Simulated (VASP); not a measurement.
N:

```
CELL_PARAMETERS angstrom
3.96097 0.00000 0.00000
0.00000 3.96097 0.00000
0.00000 0.00000 5.13318
ATOMIC_POSITIONS crystal
N 0.90241 0.90241 0.00000
N 0.59759 0.40241 0.50000
N 0.09759 0.09759 0.00000
N 0.40241 0.59759 0.50000
```

Base run:

* Program: VASP 6.6.1
* Functional: r2SCAN
* Potentials or basis: VASP PAW PBE potentials, release 64 (N)
* Cutoff: 520 eV
* k mesh: 6 × 6 × 6
* Occupations: gaussian, width 0.01 eV
* Spin: no spin polarisation

Its results: band gap on the k mesh 7.46 eV (least direct gap 7.70 eV); pressure 3.3 GPa; largest force 2.240 eV/Å.

Q: The run is repeated on the same cell with these changes: functional from r2SCAN to LDA; potentials or basis from VASP PAW PBE potentials, release 64 (N) to VASP PAW LDA potentials, release 64 (N). What comes out?

A: Band gap on the k mesh 6.60 eV (least direct gap 6.84 eV); pressure 1.6 GPa; largest force 1.578 eV/Å.

Caveats: the standard files for N, O and F lose accuracy on very short bonds; the cell stands under pressure (at least some runs); the PAW data sets were made with another functional, which shifts forces and pressure a little (at least some runs); forces of over 1 eV/Å act on the atoms, so gaps and moduli don't describe the material at rest (at least some runs).

A k mesh can miss the band edges.
